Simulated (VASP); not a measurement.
# W (Im-3m) in VASP: a series of runs

W is run at these levels: PBE; tasks: single point, relaxation of cell and atoms.

Program: VASP 6.6.1. These are calculated values, not measurements. Logs are shortened: lines on timing, memory, paths and dates and some standing lists are left out, and cuts for length are marked.

### Step 1. The cell of the first run

It takes space group Im-3m (No. 229, cubic). Conventional cell: a = 3.183 Å, b = 3.183 Å, c = 3.183 Å, α = 90.00°, β = 90.00°, γ = 90.00°. Within 3.6 Å of W (site symmetry m-3m) lie 14 W at 2.76 to 3.18 Å.

### Step 2. Single point, PBE

INCAR

```
SYSTEM = W
PREC = Accurate
ENCUT = 520
EDIFF = 1E-6
ISMEAR = 0
SIGMA = 0.1
LREAL = .False.
LASPH = .True.
NELM = 80
ALGO = Normal
ISIF = 2
LWAVE = .False.
LCHARG = .False.
GGA = PE
NBANDS = 13
```

KPOINTS

```
Automatic mesh
0
Gamma
  16 16 16
  0 0 0
```

POSCAR

```
W
1.0
   -1.5913733336      1.5913733336      1.5913733336
    1.5913733336     -1.5913733336      1.5913733336
    1.5913733336      1.5913733336     -1.5913733336
W
1
Direct
    0.0000000000      0.0000000000      0.0000000000
```

Potentials or basis: VASP PAW PBE potentials, release 64 (W_sv).

Launch:

```
$ cat potpaw_PBE.64/W_sv/POTCAR > POTCAR
$ mpirun -np 1 vasp_std > vasp.out
```

OUTCAR:

```text
SYSTEM = W
   PREC = Accurate
   ENCUT = 520
   EDIFF = 1E-6
   ISMEAR = 0
   LREAL = .False.
   LASPH = .True.
   NELM = 80
   ISIF = 2
   GGA = PE

 ion  position               nearest neighbor table
   1  0.000  0.000  0.000-

  LATTYP: Found a body centered cubic cell.
 ALAT       =     3.1827466672

  Lattice vectors:

 A1 = (  -1.5913733336,   1.5913733336,   1.5913733336)
 A2 = (   1.5913733336,  -1.5913733336,   1.5913733336)
 A3 = (   1.5913733336,   1.5913733336,  -1.5913733336)

Analysis of symmetry for initial positions (statically):
=====================================================================
 Subroutine PRICEL returns:
 Original cell was already a primitive cell.

 Routine SETGRP: Setting up the symmetry group for a
 body centered cubic supercell.

 Subroutine GETGRP returns: Found 48 space group operations
 (whereof 48 operations were pure point group operations)
 out of a pool of 48 trial point group operations.

The static configuration has the point symmetry O_h .

Analysis of symmetry for dynamics (positions and initial velocities):
=====================================================================
 Subroutine PRICEL returns:
 Original cell was already a primitive cell.

 Routine SETGRP: Setting up the symmetry group for a
 body centered cubic supercell.

 Subroutine GETGRP returns: Found 48 space group operations
 (whereof 48 operations were pure point group operations)
 out of a pool of 48 trial point group operations.

The dynamic configuration has the point symmetry O_h .

 Subroutine INISYM returns: Found 48 space group operations
 (whereof 48 operations are pure point group operations),
 and found     1 'primitive' translations

----------------------------------------------------------------------------------------

                                     Primitive cell

  volume of cell :      16.1204

  direct lattice vectors                    reciprocal lattice vectors
    -1.591373334  1.591373334  1.591373334     0.000000000  0.314194029  0.314194029
     1.591373334 -1.591373334  1.591373334     0.314194029  0.000000000  0.314194029
     1.591373334  1.591373334 -1.591373334     0.314194029  0.314194029  0.000000000

  length of vectors
     2.756339468  2.756339468  2.756339468     0.444337458  0.444337458  0.444337458

  position of ions in fractional coordinates (direct lattice)
     0.000000000  0.000000000  0.000000000

  ion indices of the primitive-cell ions
   primitive index   ion index
                 1           1

----------------------------------------------------------------------------------------

 KPOINTS: Automatic mesh

Automatic generation of k-mesh.
 Grid dimensions read from file:
 generate k-points for:   16   16   16

 Generating k-lattice:

  Cartesian coordinates                     Fractional coordinates (reciprocal lattice)
     0.000000000  0.019637127  0.019637127     0.062500000  0.000000000  0.000000000
     0.019637127  0.000000000  0.019637127     0.000000000  0.062500000  0.000000000
     0.019637127  0.019637127  0.000000000     0.000000000  0.000000000  0.062500000

  Length of vectors
     0.027771091  0.027771091  0.027771091

  Shift w.r.t. Gamma in fractional coordinates (k-lattice)
     0.000000000  0.000000000  0.000000000

 Subroutine IBZKPT returns following result:
 ===========================================

 Found    145 irreducible k-points:

 Following reciprocal coordinates:
            Coordinates               Weight
  0.000000  0.000000  0.000000      1.000000
  0.062500  0.000000  0.000000     12.000000
  0.125000  0.000000  0.000000     12.000000
  0.187500  0.000000  0.000000     12.000000
  0.250000  0.000000  0.000000     12.000000
  0.312500  0.000000  0.000000     12.000000
[... 16 lines left out ...]
  0.187500  0.187500  0.000000     24.000000
  0.250000  0.187500  0.000000     48.000000
 [... further k-points ...]
   k-points           NKPTS =    145   k-points in BZ     NKDIM =    145   number of bands    NBANDS=     13
   number of dos      NEDOS =    301   number of ions     NIONS =      1
   total plane-waves  NPLWV =   8000
   dimension x,y,z NGX =    20 NGY =   20 NGZ =   20
   dimension x,y,z NGXF=    40 NGYF=   40 NGZF=   40
   ions per type =               1
   NGX,Y,Z   is equivalent  to a cutoff of  12.06, 12.06, 12.06 a.u.
   NGXF,Y,Z  is equivalent  to a cutoff of  24.13, 24.13, 24.13 a.u.
 SYSTEM =  W
   PREC   = accura    normal or accurate (medium, high low for compatibility)
   ISTART =      0    job   : 0-new  1-cont  2-samecut
   ICHARG =      2    charge: 1-file 2-atom 10-const
   ISPIN  =      1    spin polarized calculation?
   LNONCOLLINEAR =      F non collinear calculations
   LSORBIT =      F    spin-orbit coupling
   LASPH  =      T    aspherical Exc in radial PAW
   ENCUT  =  520.0 eV  38.22 Ry    6.18 a.u.   5.12  5.12  5.12*2*pi/ulx,y,z
   NELM   =     80;   NELMIN=  2; NELMDL= -5     # of ELM steps
   EDIFF  = 0.1E-05   stopping-criterion for ELM
   LREAL  =      F    real-space projection
   EDIFFG = 0.1E-04   stopping-criterion for IOM
   NSW    =      0    number of steps for IOM
   IBRION =     -1    ionic relax: 0-MD 1-quasi-New 2-CG
   NFREE  =      0    steps in history (QN), initial steepest desc. (CG)
   ISIF   =      2    stress and relaxation
   ISYM   =      2    0-nonsym 1-usesym 2-fastsym
   POTIM  = 0.5000    time-step for ionic-motion
   TEBEG  =    0.0;   TEEND  =   0.0 temperature during run
   PSTRESS=    0.0 pullay stress
   NELECT =      14.0000    total number of electrons
   NUPDOWN=      -1.0000    fix difference up-down
   EMIN   =  10.00;   EMAX   =-10.00  energy-range for DOS
   EFERMI =   0.00;   METHOD = LEGACY
   ISMEAR =     0;   SIGMA  =   0.10  broadening in eV -4-tet -1-fermi 0-gaus
   EFERMI_NEDOS =   21; number of points for ismear=-14 and -15
   IALGO  =     38    algorithm
   IMIX   =      4    mixing-type and parameters
     AMIX     =   0.40;   BMIX     =  1.00
     AMIX_MAG =   1.60;   BMIX_MAG =  1.00
  volume/ion in A,a.u.               =      16.12       108.79
  Fermi-wavevector in a.u.,A,eV,Ry     =   1.561920  2.951601 33.192690  2.439594
  Thomas-Fermi vector in A             =   2.664914
   LORBIT       =      0    0 simple, 1 ext, 2 COOP (PROOUT), +10 PAW based schemes
   GGA     = PE    functional components
   LHFCALC =     F    Hartree Fock is set to
   AEXX    =    0.0000 exact exchange contribution
   IVDW    =     0    specifies the selected vdW correction
   LEPSILON=     F    determine dielectric tensor
   LRPA    =     F    only Hartree local field effects (RPA)
 non-spin polarized calculation
 Gauss-broadening in eV      SIGMA  =   0.10
  energy-cutoff  :      520.00
  volume of cell :       16.12
 maximum number of plane-waves:       466
   NGX = 11   NGY = 11   NGZ = 11

 number of electron      14.0000001 magnetization

 Free energy of the ion-electron system (eV)
  ---------------------------------------------------
  ext. energy  EPLUGINS =         0.00000000
  ---------------------------------------------------
  free energy    TOTEN  =       -12.95824365 eV

  energy without entropy =      -12.95491518  energy(sigma->0) =      -12.95657941

 E-fermi :  11.2395     XC(G=0): -13.5453

 val. band max:       11.2205911216   @ k =  -0.2500   0.3125   0.1250
 cond. band min:      11.2421598583   @ k =  -0.3125   0.3125   0.1875
 fundamental gap:      0.0215687367
 Fermi energy:        11.2394659700

 k-point     1 :       0.0000    0.0000    0.0000
  band No.  band energies     occupation
      1     -63.0008      2.00000
      2     -26.5873      2.00000
      3     -26.5873      2.00000
      4     -26.5873      2.00000
      5       1.6576      2.00000
      6      10.0019      2.00000
      7      10.0019      2.00000
      8      10.0019      2.00000
      9      13.4249      0.00000
     10      13.4249      0.00000
     11      25.6799      0.00000
     12      25.6799      0.00000
     13      25.6799      0.00000

 k-point     2 :       0.0625    0.0000    0.0000
  band No.  band energies     occupation
      1     -62.9962      2.00000
      2     -26.6373      2.00000
      3     -26.6030      2.00000
      4     -26.5875      2.00000
      5       1.8431      2.00000
      6       9.8894      2.00000
      7       9.9761      2.00000
      8      10.1805      2.00000
      9      13.2467      0.00000
     10      13.4262      0.00000
     11      25.8371      0.00000
     12      25.9958      0.00000
     13      26.1292      0.00000

 k-point     3 :       0.1250    0.0000    0.0000
  band No.  band energies     occupation
      1     -62.9828      2.00000
      2     -26.7780      2.00000
      3     -26.6473      2.00000
      4     -26.5881      2.00000
      5       2.3738      2.00000
      6       9.5849      2.00000
      7       9.8582      2.00000
      8      10.7089      2.00000
      9      12.8987      0.00000
     10      13.4411      0.00000
     11      26.2048      0.00000
     12      26.9078      0.00000
     13      27.2178      0.00000
[... 305 lines left out ...]
 k-point    23 :       0.1875    0.1875    0.0000
  band No.  band energies     occupation
      1     -62.9095      2.00000
      2     -27.4242      2.00000
      3     -26.8836      2.00000
      4     -26.6763      2.00000
      5       5.3197      2.00000
      6       8.3993      2.00000
      7       8.7495      2.00000
      8      12.4921      0.00000
      9      14.1552      0.00000
     10      14.8458      0.00000
     11      24.9604      0.00000
     12      27.2732      0.00000
     13      29.4513      0.00000

 k-point    24 :       0.2500    0.1875    0.0000
  band No.  band energies     occupation
      1     -62.8907      2.00000
      2     -27.5456      2.00000
      3     -26.9861      2.00000
      4     -26.6924      2.00000
      5       5.9143      2.00000
      6       8.1351      2.00000
      7       8.9119      2.00000
      8      12.7484      0.00000
      9      14.2451      0.00000
     10      16.3911      0.00000
     11      23.4771      0.00000
     12      26.2574      0.00000
     13      28.1253      0.00000

 [... further k-points ...]

------------------------ aborting loop because EDIFF is reached ----------------------------------------

  FORCE on cell =-STRESS in cart. coord.  units (eV):
  Direction    XX          YY          ZZ          XY          YZ          ZX
  --------------------------------------------------------------------------------------
  -------------------------------------------------------------------------------------
  Total        0.0509165      0.0509165      0.0509165      0.0000000      0.0000000     -0.0000000
  in kB        5.0604897      5.0604897      5.0604897      0.0000000      0.0000000     -0.0000000
  external PRESSURE =       5.0604897 kB  Pullay stress =       0.0000000 kB

 VOLUME and BASIS-vectors are now :
 -----------------------------------------------------------------------------
  energy-cutoff  :      520.00
  volume of cell :       16.12
      direct lattice vectors                 reciprocal lattice vectors
    -1.591373334  1.591373334  1.591373334     0.000000000  0.314194029  0.314194029
     1.591373334 -1.591373334  1.591373334     0.314194029  0.000000000  0.314194029
     1.591373334  1.591373334 -1.591373334     0.314194029  0.314194029  0.000000000

 POSITION                                       TOTAL-FORCE (eV/Angst)
 -----------------------------------------------------------------------------------
      0.00000      0.00000      0.00000         0.000000     -0.000000      0.000000
 -----------------------------------------------------------------------------------
    total drift:                                0.000000     -0.000000      0.000000

  FREE ENERGIE OF THE ION-ELECTRON SYSTEM (eV)
  ---------------------------------------------------
  free  energy   TOTEN  =       -12.9582436455 eV

  energy  without entropy=      -12.9549151775  energy(sigma->0) =      -12.95657941
```

Wall time 8.4 s (1 thread of Intel Xeon 6975P-C (Granite Rapids), shared host); peak memory 0.14 GiB.

Results:

| Item | Value |
| --- | --- |
| Free energy | -12.9582 eV |
| Pressure | 0.5 GPa |
| Band gap on the k mesh | zero (band 7 reaches 16.25 eV, above the bottom of band 8 at 10.00 eV) |

Caveat: spin-orbit coupling is left out, which moves the levels of the heavy elements.

### Step 3. Relaxation of cell and atoms, PBE

This run uses another cell than the first one, of 15.93 Å³/atom, 0.988 times its volume.

INCAR

```
PREC = Accurate
ENCUT = 600
EDIFF = 1E-7
ISMEAR = 0
SIGMA = 0.1
LREAL = F
LASPH = T
NELM = 60
ALGO = Normal
ISIF = 3
LWAVE = F
LCHARG = F
GGA = PE
IBRION = 2
NSW = 80
EDIFFG = -0.005
```

KPOINTS

```
regular mesh
0
Gamma
  16 16 16
```

POSCAR

```
W
1.0
   -1.5850000000      1.5850000000      1.5850000000
    1.5850000000     -1.5850000000      1.5850000000
    1.5850000000      1.5850000000     -1.5850000000
W
1
Direct
    0.0000000000      0.0000000000      0.0000000000
```

Potentials or basis: VASP PAW PBE potentials, release 64 (W_sv).

Launch:

```
$ cat potpaw_PBE.64/W_sv/POTCAR > POTCAR
$ mpirun -np 1 vasp_std > vasp.out
```

OUTCAR:

```text
PREC = Accurate
   ENCUT = 600
   EDIFF = 1E-7
   ISMEAR = 0
   LREAL = F
   LASPH = T
   NELM = 60
   ISIF = 3
   GGA = PE
   IBRION = 2
   NSW = 80
   EDIFFG = -0.005

 ion  position               nearest neighbor table
   1  0.000  0.000  0.000-

  LATTYP: Found a body centered cubic cell.
 ALAT       =     3.1700000000

  Lattice vectors:

 A1 = (  -1.5850000000,   1.5850000000,   1.5850000000)
 A2 = (   1.5850000000,  -1.5850000000,   1.5850000000)
 A3 = (   1.5850000000,   1.5850000000,  -1.5850000000)

Analysis of symmetry for initial positions (statically):
=====================================================================
 Subroutine PRICEL returns:
 Original cell was already a primitive cell.

 Routine SETGRP: Setting up the symmetry group for a
 body centered cubic supercell.

 Subroutine GETGRP returns: Found 48 space group operations
 (whereof 48 operations were pure point group operations)
 out of a pool of 48 trial point group operations.

The static configuration has the point symmetry O_h .

Analysis of symmetry for dynamics (positions and initial velocities):
=====================================================================
 Subroutine PRICEL returns:
 Original cell was already a primitive cell.

 Routine SETGRP: Setting up the symmetry group for a
 body centered cubic supercell.

 Subroutine GETGRP returns: Found 48 space group operations
 (whereof 48 operations were pure point group operations)
 out of a pool of 48 trial point group operations.

The dynamic configuration has the point symmetry O_h .

 Subroutine INISYM returns: Found 48 space group operations
 (whereof 48 operations are pure point group operations),
 and found     1 'primitive' translations

----------------------------------------------------------------------------------------

[... 131 lines left out ...]

 number of electron      14.0000002 magnetization

 Free energy of the ion-electron system (eV)
  ---------------------------------------------------
  ext. energy  EPLUGINS =         0.00000000
  ---------------------------------------------------
  free energy    TOTEN  =       -12.95549387 eV

  energy without entropy =      -12.95231814  energy(sigma->0) =      -12.95390601

------------------------ aborting loop because EDIFF is reached ----------------------------------------

  FORCE on cell =-STRESS in cart. coord.  units (eV):
  Direction    XX          YY          ZZ          XY          YZ          ZX
  --------------------------------------------------------------------------------------
  -------------------------------------------------------------------------------------
  Total        0.4315332      0.4315332      0.4315332      0.0000000      0.0000000     -0.0000000
  in kB       43.4087210     43.4087210     43.4087210      0.0000000      0.0000000     -0.0000000
  external PRESSURE =      43.4087210 kB  Pullay stress =       0.0000000 kB
[... 92 lines left out ...]
--------------------------------------- Ionic step        4  -------------------------------------------

 number of electron      14.0000002 magnetization

 Free energy of the ion-electron system (eV)
  ---------------------------------------------------
  ext. energy  EPLUGINS =         0.00000000
  ---------------------------------------------------
  free energy    TOTEN  =       -12.95847188 eV

  energy without entropy =      -12.95512220  energy(sigma->0) =      -12.95679704

 E-fermi :  11.2115     XC(G=0): -13.5345

 val. band max:       11.1940103665   @ k =  -0.2500   0.3125   0.1250
 cond. band min:      11.2149304338   @ k =  -0.3125   0.3125   0.1875
 fundamental gap:      0.0209200673
 Fermi energy:        11.2115066380

 k-point     1 :       0.0000    0.0000    0.0000
  band No.  band energies     occupation
      1     -63.0309      2.00000
      2     -26.6199      2.00000
      3     -26.6199      2.00000
      4     -26.6199      2.00000
      5       1.6412      2.00000
      6       9.9776      2.00000
      7       9.9776      2.00000
      8       9.9776      2.00000
      9      13.3930      0.00000
     10      13.3930      0.00000
     11      25.6485      0.00000
[... 309 lines left out ...]
 k-point    24 :       0.2500    0.1875    0.0000
  band No.  band energies     occupation
      1     -62.9217      2.00000
      2     -27.5722      2.00000
      3     -27.0162      2.00000
      4     -26.7244      2.00000
      5       5.8941      2.00000
      6       8.1151      2.00000
      7       8.8881      2.00000
      8      12.7181      0.00000
      9      14.2098      0.00000
     10      16.3501      0.00000
     11      23.4278      0.00000

 [... further k-points ...]

------------------------ aborting loop because EDIFF is reached ----------------------------------------

  FORCE on cell =-STRESS in cart. coord.  units (eV):
  Direction    XX          YY          ZZ          XY          YZ          ZX
  --------------------------------------------------------------------------------------
  -------------------------------------------------------------------------------------
  Total        0.0000608      0.0000608      0.0000608      0.0000000     -0.0000000      0.0000000
  in kB        0.0060312      0.0060312      0.0060312      0.0000000     -0.0000000      0.0000000
  external PRESSURE =       0.0060312 kB  Pullay stress =       0.0000000 kB
[... 16 lines left out ...]
  FREE ENERGIE OF THE ION-ELECTRON SYSTEM (eV)
  ---------------------------------------------------
  free  energy   TOTEN  =       -12.9584718807 eV

  energy  without entropy=      -12.9551222032  energy(sigma->0) =      -12.95679704

 reached required accuracy - stopping structural energy minimisation
```

Run time: 24 s. Hardware: 1 thread of Intel Xeon 6975P-C (Granite Rapids), shared host; peak memory 0.17 GiB.

Results:

- Free energy: -12.9585 eV
- Relaxed volume: 16.15 Å³/atom
- Relaxed cell: a = 2.758 Å, b = 2.758 Å, c = 2.758 Å, α = 109.47°, β = 109.47°, γ = 109.47°
- Space group after relaxing (to 0.05 Å): Im-3m (No. 229)
- Energy gained by relaxing: 3.0 meV/atom
- Ionic steps: 4
- Pressure after relaxing: 0.0 GPa
- Band gap on the k mesh: zero (band 7 reaches 16.21 eV, above the bottom of band 8 at 9.98 eV)

The path:
| step | energy change (eV) | largest force (eV/Å) | pressure (GPa) | volume (Å³) |
| --- | --- | --- | --- | --- |
| 1 | 0.0000 | 0.0000 | 4.34 | 15.93 |
| 2 | 0.0307 | 0.0000 | -13.05 | 16.94 |
| 3 | -0.0030 | 0.0000 | -0.09 | 16.16 |
| 4 | -0.0030 | 0.0000 | 0.00 | 16.15 |

Final structure:
```
CELL_PARAMETERS angstrom
-1.59238 1.59238 1.59238
1.59238 -1.59238 1.59238
1.59238 1.59238 -1.59238
ATOMIC_POSITIONS crystal
W 0.00000 0.00000 0.00000
```

Caveat: spin-orbit coupling is left out, which moves the levels of the heavy elements.
